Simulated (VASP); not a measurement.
A run of VASP 6.6.1:

INCAR

```
PREC = Accurate
ENCUT = 510
EDIFF = 1E-6
ISMEAR = -1
SIGMA = 0.02
LREAL = F
LASPH = T
NELM = 120
ALGO = Normal
ISIF = 2
LWAVE = F
LCHARG = F
GGA = PE
NBANDS = 21
GGA_COMPAT = F
```

KPOINTS

```
regular mesh
0
Gamma
  8 8 8
```

Contents of POSCAR:

```
GaAs
1.0
    0.0000000000      2.8330831910      2.8330831910
    2.8330831910      0.0000000000      2.8330831910
    2.8330831910      2.8330831910      0.0000000000
Ga As
1 1
Direct
    0.0000000000      0.0000000000      0.0000000000
    0.2500000000      0.2500000000      0.2500000000
```

Potentials or basis: VASP PAW PBE potentials, release 64 (Ga_d, As_d).

Launch:

```console
$ cat potpaw_PBE.64/Ga_d/POTCAR potpaw_PBE.64/As_d/POTCAR > POTCAR
$ mpirun -np 1 vasp_std > vasp.out
```

Hardware: 1 thread of Intel(R) Xeon(R) 6975P-C (Granite Rapids) (shared host).

**Question.** How long does it take, and how much memory?

**Answer.** It took 13 s on 1 thread of Intel(R) Xeon(R) 6975P-C (Granite Rapids), with other jobs on the host, peak memory 0.17 GiB. Counts: scf iterations 12, k points 29.
